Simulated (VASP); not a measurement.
# CaO (Fm-3m) in VASP: notebook

The runs below take CaO through single point, with PBEsol+D4.

Everything below comes from runs of VASP 6.6.1. Logs are shortened: lines on timing, memory, paths and dates and some standing lists are left out, and cuts for length are marked.

## 1. The cell of the first run

It takes space group Fm-3m (No. 225, cubic). The conventional cell has a = 4.839 Å, b = 4.839 Å, c = 4.839 Å, α = 90.00°, β = 90.00°, γ = 90.00°. Within 3.2 Å of Ca (site symmetry m-3m) lie 6 O at 2.42 Å. O (site symmetry m-3m) has 6 Ca at 2.42 Å within 3.2 Å.

## 2. Single point, PBEsol+D4

File INCAR:

```
SYSTEM = CaO
  ALGO = Normal
  EDIFF = 1E-6
  ENCUT = 520
  GGA = PS
  ISIF = 2
  ISMEAR = -1
  IVDW = 13
  LASPH = .TRUE.
  LCHARG = .FALSE.
  LREAL = .FALSE.
  LWAVE = .FALSE.
  NBANDS = 15
  NELM = 80
  PREC = Accurate
  SIGMA = 0.05
```

File KPOINTS:

```
k-points
0
G
  10 10 10
  0 0 0
```

File POSCAR:

```
CaO
1.0
    0.0000000000      2.4194737473      2.4194737473
    2.4194737473      0.0000000000      2.4194737473
    2.4194737473      2.4194737473      0.0000000000
Ca O
1 1
Direct
    0.0000000000      0.0000000000      0.0000000000
    0.5000000000      0.5000000000      0.5000000000
```

Potentials or basis: VASP PAW PBE potentials, release 64 (Ca_sv, O).

Started as:

```
> cat potpaw_PBE.64/Ca_sv/POTCAR potpaw_PBE.64/O/POTCAR > POTCAR
> mpirun -np 1 vasp_std > vasp.out
```

OUTCAR:

```text
SYSTEM = CaO
   EDIFF = 1E-6
   ENCUT = 520
   GGA = PS
   ISIF = 2
   ISMEAR = -1
   IVDW = 13
   LASPH = .TRUE.
   LREAL = .FALSE.
   NELM = 80
   PREC = Accurate

 ion  position               nearest neighbor table
   1  0.000  0.000  0.000-   2 2.42   2 2.42   2 2.42   2 2.42   2 2.42   2 2.42
   2  0.500  0.500  0.500-   1 2.42   1 2.42   1 2.42   1 2.42   1 2.42   1 2.42

  LATTYP: Found a face centered cubic cell.
 ALAT       =     4.8389474946

  Lattice vectors:

 A1 = (   0.0000000000,   2.4194737473,   2.4194737473)
 A2 = (   2.4194737473,   0.0000000000,   2.4194737473)
 A3 = (   2.4194737473,   2.4194737473,   0.0000000000)

Analysis of symmetry for initial positions (statically):
=====================================================================
 Subroutine PRICEL returns:
 Original cell was already a primitive cell.

 Routine SETGRP: Setting up the symmetry group for a
 face centered cubic supercell.

 Subroutine GETGRP returns: Found 48 space group operations
 (whereof 48 operations were pure point group operations)
 out of a pool of 48 trial point group operations.

The static configuration has the point symmetry O_h .

Analysis of symmetry for dynamics (positions and initial velocities):
=====================================================================
 Subroutine PRICEL returns:
 Original cell was already a primitive cell.

 Routine SETGRP: Setting up the symmetry group for a
 face centered cubic supercell.

 Subroutine GETGRP returns: Found 48 space group operations
 (whereof 48 operations were pure point group operations)
 out of a pool of 48 trial point group operations.

The dynamic configuration has the point symmetry O_h .

 Subroutine INISYM returns: Found 48 space group operations
 (whereof 48 operations are pure point group operations),
 and found     1 'primitive' translations

----------------------------------------------------------------------------------------

                                     Primitive cell

  volume of cell :      28.3265

  direct lattice vectors                    reciprocal lattice vectors
     0.000000000  2.419473747  2.419473747    -0.206656510  0.206656510  0.206656510
     2.419473747  0.000000000  2.419473747     0.206656510 -0.206656510  0.206656510
     2.419473747  2.419473747  0.000000000     0.206656510  0.206656510 -0.206656510

  length of vectors
     3.421652587  3.421652587  3.421652587     0.357939575  0.357939575  0.357939575

  position of ions in fractional coordinates (direct lattice)
     0.000000000  0.000000000  0.000000000
     0.500000000  0.500000000  0.500000000

  ion indices of the primitive-cell ions
   primitive index   ion index
                 1           1
                 2           2

----------------------------------------------------------------------------------------

 KPOINTS: k-points

Automatic generation of k-mesh.
 Grid dimensions read from file:
 generate k-points for:   10   10   10

 Generating k-lattice:

  Cartesian coordinates                     Fractional coordinates (reciprocal lattice)
    -0.020665651  0.020665651  0.020665651     0.100000000  0.000000000  0.000000000
     0.020665651 -0.020665651  0.020665651     0.000000000  0.100000000  0.000000000
     0.020665651  0.020665651 -0.020665651     0.000000000  0.000000000  0.100000000

  Length of vectors
     0.035793957  0.035793957  0.035793957

  Shift w.r.t. Gamma in fractional coordinates (k-lattice)
     0.000000000  0.000000000  0.000000000

 Subroutine IBZKPT returns following result:
 ===========================================

 Found     47 irreducible k-points:

 Following reciprocal coordinates:
            Coordinates               Weight
  0.000000  0.000000  0.000000      1.000000
  0.100000  0.000000  0.000000      8.000000
  0.200000  0.000000  0.000000      8.000000
  0.300000  0.000000  0.000000      8.000000
  0.400000  0.000000  0.000000      8.000000
  0.500000  0.000000  0.000000      4.000000
[... 16 lines left out ...]
  0.300000  0.300000  0.000000      6.000000
  0.400000  0.300000  0.000000     24.000000
 [... further k-points ...]
   k-points           NKPTS =     47   k-points in BZ     NKDIM =     47   number of bands    NBANDS=     15
   number of dos      NEDOS =    301   number of ions     NIONS =      2
   total plane-waves  NPLWV =  21952
   dimension x,y,z NGX =    28 NGY =   28 NGZ =   28
   dimension x,y,z NGXF=    56 NGYF=   56 NGZF=   56
   ions per type =               1   1
   NGX,Y,Z   is equivalent  to a cutoff of  13.60, 13.60, 13.60 a.u.
   NGXF,Y,Z  is equivalent  to a cutoff of  27.21, 27.21, 27.21 a.u.
 SYSTEM =  CaO
   PREC   = accura    normal or accurate (medium, high low for compatibility)
   ISTART =      0    job   : 0-new  1-cont  2-samecut
   ICHARG =      2    charge: 1-file 2-atom 10-const
   ISPIN  =      1    spin polarized calculation?
   LNONCOLLINEAR =      F non collinear calculations
   LSORBIT =      F    spin-orbit coupling
   LASPH  =      T    aspherical Exc in radial PAW
   ENCUT  =  520.0 eV  38.22 Ry    6.18 a.u.   6.36  6.36  6.36*2*pi/ulx,y,z
   NELM   =     80;   NELMIN=  2; NELMDL= -5     # of ELM steps
   EDIFF  = 0.1E-05   stopping-criterion for ELM
   LREAL  =      F    real-space projection
   EDIFFG = 0.1E-04   stopping-criterion for IOM
   NSW    =      0    number of steps for IOM
   IBRION =     -1    ionic relax: 0-MD 1-quasi-New 2-CG
   NFREE  =      0    steps in history (QN), initial steepest desc. (CG)
   ISIF   =      2    stress and relaxation
   ISYM   =      2    0-nonsym 1-usesym 2-fastsym
   POTIM  = 0.5000    time-step for ionic-motion
   TEBEG  =    0.0;   TEEND  =   0.0 temperature during run
   PSTRESS=    0.0 pullay stress
   NELECT =      16.0000    total number of electrons
   NUPDOWN=      -1.0000    fix difference up-down
   EMIN   =  10.00;   EMAX   =-10.00  energy-range for DOS
   EFERMI =   0.00;   METHOD = LEGACY
   ISMEAR =    -1;   SIGMA  =   0.05  broadening in eV -4-tet -1-fermi 0-gaus
   EFERMI_NEDOS =   21; number of points for ismear=-14 and -15
   IALGO  =     38    algorithm
   IMIX   =      4    mixing-type and parameters
     AMIX     =   0.40;   BMIX     =  1.00
     AMIX_MAG =   1.60;   BMIX_MAG =  1.00
  volume/ion in A,a.u.               =      14.16        95.58
  Fermi-wavevector in a.u.,A,eV,Ry     =   1.353268  2.557306 24.916827  1.831335
  Thomas-Fermi vector in A             =   2.480538
   LORBIT       =      0    0 simple, 1 ext, 2 COOP (PROOUT), +10 PAW based schemes
   GGA     = PS    functional components
   LHFCALC =     F    Hartree Fock is set to
   AEXX    =    0.0000 exact exchange contribution
   IVDW    =    13    specifies the selected vdW correction
   LEPSILON=     F    determine dielectric tensor
   LRPA    =     F    only Hartree local field effects (RPA)
 non-spin polarized calculation
  energy-cutoff  :      520.00
  volume of cell :       28.33
 maximum number of plane-waves:       779
 NGX is ok and might be reduce to    28
   NGX = 13   NGY = 13   NGZ = 13

 number of electron      16.0000000 magnetization

 Free energy of the ion-electron system (eV)
  ---------------------------------------------------
  ext. energy  EPLUGINS =         0.00000000
  ---------------------------------------------------
  free energy    TOTEN  =       -13.39786800 eV

  energy without entropy =      -13.39786800  energy(sigma->0) =      -13.39786800

 E-fermi :   3.0828     XC(G=0): -10.6356

 val. band max:        2.0808378579   @ k =   0.0000   0.0000   0.0000
 cond. band min:       5.6236663415   @ k =   0.5000   0.5000   0.0000
 fundamental gap:      3.5428284836
 Fermi energy:         3.0828007379

 k-point     1 :       0.0000    0.0000    0.0000
  band No.  band energies     occupation
      1     -35.3873      2.00000
      2     -16.2426      2.00000
      3     -16.2426      2.00000
      4     -16.2426      2.00000
      5     -13.3239      2.00000
      6       2.0808      2.00000
      7       2.0808      2.00000
      8       2.0808      2.00000
      9       6.4849      0.00000
     10       8.2268      0.00000
     11       8.2268      0.00000
     12       8.2268      0.00000
     13       9.7272      0.00000
     14       9.7272      0.00000
     15      16.7880      0.00000

 k-point     2 :       0.1000    0.0000    0.0000
  band No.  band energies     occupation
      1     -35.3780      2.00000
      2     -16.3760      2.00000
      3     -16.2476      2.00000
      4     -16.2476      2.00000
      5     -13.1830      2.00000
      6       1.7123      2.00000
      7       1.9445      2.00000
      8       1.9445      2.00000
      9       6.9482      0.00000
     10       8.1866      0.00000
     11       8.3969      0.00000
     12       8.3969      0.00000
     13       9.9629      0.00000
     14       9.9629      0.00000
     15      17.1939      0.00000

 k-point     3 :       0.2000    0.0000    0.0000
  band No.  band energies     occupation
      1     -35.3538      2.00000
      2     -16.6808      2.00000
      3     -16.2610      2.00000
      4     -16.2610      2.00000
      5     -12.8580      2.00000
      6       0.9360      2.00000
      7       1.6172      2.00000
      8       1.6172      2.00000
      9       7.9440      0.00000
     10       8.2450      0.00000
     11       8.8668      0.00000
     12       8.8668      0.00000
     13      10.5745      0.00000
     14      10.5745      0.00000
     15      17.7965      0.00000
[... 343 lines left out ...]
 k-point    23 :       0.3000    0.3000    0.0000
  band No.  band energies     occupation
      1     -35.3039      2.00000
      2     -16.8009      2.00000
      3     -16.3868      2.00000
      4     -16.3868      2.00000
      5     -12.8156      2.00000
      6       0.3363      2.00000
      7       1.7355      2.00000
      8       1.7355      2.00000
      9       6.3268      0.00000
     10       8.9020      0.00000
     11      10.4541      0.00000
     12      10.5647      0.00000
     13      10.5647      0.00000
     14      12.2888      0.00000
     15      18.8702      0.00000

 k-point    24 :       0.4000    0.3000    0.0000
  band No.  band energies     occupation
      1     -35.2849      2.00000
      2     -16.8610      2.00000
      3     -16.4351      2.00000
      4     -16.4090      2.00000
      5     -12.8153      2.00000
      6       0.3915      2.00000
      7       1.5227      2.00000
      8       1.6249      2.00000
      9       6.2906      0.00000
     10       9.5046      0.00000
     11      10.7701      0.00000
     12      10.8506      0.00000
     13      10.9984      0.00000
     14      12.6551      0.00000
     15      17.2542      0.00000

 [... further k-points ...]

------------------------ aborting loop because EDIFF is reached ----------------------------------------

  DFT-D4 for vdW energy calculation

  Edisp (eV):   -0.18483

  FORCE on cell =-STRESS in cart. coord.  units (eV):
  Direction    XX          YY          ZZ          XY          YZ          ZX
  --------------------------------------------------------------------------------------
  -------------------------------------------------------------------------------------
  Total      -0.93817    -0.93817    -0.93817     0.00000     0.00000     0.00000
  in kB     -53.06412   -53.06412   -53.06412     0.00000     0.00000     0.00000
  external pressure =      -53.06 kB  Pullay stress =        0.00 kB

 VOLUME and BASIS-vectors are now :
 -----------------------------------------------------------------------------
  energy-cutoff  :      520.00
  volume of cell :       28.33
      direct lattice vectors                 reciprocal lattice vectors
     0.000000000  2.419473747  2.419473747    -0.206656510  0.206656510  0.206656510
     2.419473747  0.000000000  2.419473747     0.206656510 -0.206656510  0.206656510
     2.419473747  2.419473747  0.000000000     0.206656510  0.206656510 -0.206656510

 POSITION                                       TOTAL-FORCE (eV/Angst)
 -----------------------------------------------------------------------------------
      0.00000      0.00000      0.00000         0.000000      0.000000      0.000000
      2.41947      2.41947      2.41947        -0.000000     -0.000000     -0.000000
 -----------------------------------------------------------------------------------
    total drift:                                0.000000      0.000000      0.000000

  FREE ENERGIE OF THE ION-ELECTRON SYSTEM (eV)
  ---------------------------------------------------
  free  energy   TOTEN  =       -13.5826976054 eV

  energy  without entropy=      -13.5826976054  energy(sigma->0) =      -13.58269761
```

Run time: 40 s. Hardware: 1 thread of Intel Xeon 8259CL, shared host; peak memory 0.17 GiB.

What came out:

```
Free energy                : -13.5827 eV
Pressure                   : -5.3 GPa
Band gap on the k mesh     : 3.54 eV (least direct gap 3.93 eV)
Dispersion energy per atom : -0.092 eV
```

Caveat: the cell stands under tension; the PAW data sets were made with another functional, which shifts forces and pressure a little.

## 3. Single point, PBEsol+D4

This run uses another cell than the first one, of 14.44 Å³/atom.

File INCAR:

```
PREC = Accurate ; ENCUT = 520
EDIFF = 1E-7 ; ISMEAR = -1
SIGMA = 0.05 ; LREAL = False
LASPH = True ; NELM = 80
ALGO = Normal ; ISIF = 2
LWAVE = False ; LCHARG = False
GGA = PS ; IVDW = 13
NBANDS = 15
```

File KPOINTS:

```
regular mesh
0
Gamma
  10 10 10
```

File POSCAR:

```
CaO
1.0
    0.0000000000      2.4351850560      2.4351850560
    2.4351850560      0.0000000000      2.4351850560
    2.4351850560      2.4351850560      0.0000000000
Ca O
1 1
Direct
    0.0000000000      0.0000000000      0.0000000000
    0.5000000000      0.5000000000      0.5000000000
```

Potentials or basis: VASP PAW PBE potentials, release 64 (Ca_sv, O).

Started as:

```
> cat potpaw_PBE.64/Ca_sv/POTCAR potpaw_PBE.64/O/POTCAR > POTCAR
> mpirun -np 1 vasp_std > vasp.out
```

Run time: 41 s. Hardware: 1 thread of Intel Xeon 8259CL, shared host; peak memory 0.17 GiB.

Results (log left out):

```yaml
Free_energy: -13.5619 eV
Pressure: -7.1 GPa
Band_gap_on_the_k_mesh: 3.55 eV (least direct gap 3.93 eV)
Dispersion_energy_per_atom: -0.090 eV
```

Levels at points of the mesh, in eV from the valence-band top:
| k point | band 6 | band 7 | band 8 | band 9 | band 10 | band 11 |
| --- | --- | --- | --- | --- | --- | --- |
| (0.00, 0.00, 0.00) | 0.00 | 0.00 | 0.00 | 4.25 | 6.10 | 6.10 |
| (0.50, 0.00, 0.00) | -2.60 | -1.14 | -1.14 | 6.83 | 8.04 | 8.16 |
| (0.50, 0.50, 0.00) | -1.34 | -0.39 | -0.39 | 3.55 | 7.75 | 8.70 |

Caveat: the cell stands under tension; the PAW data sets were made with another functional, which shifts forces and pressure a little. A k mesh can miss the band edges.
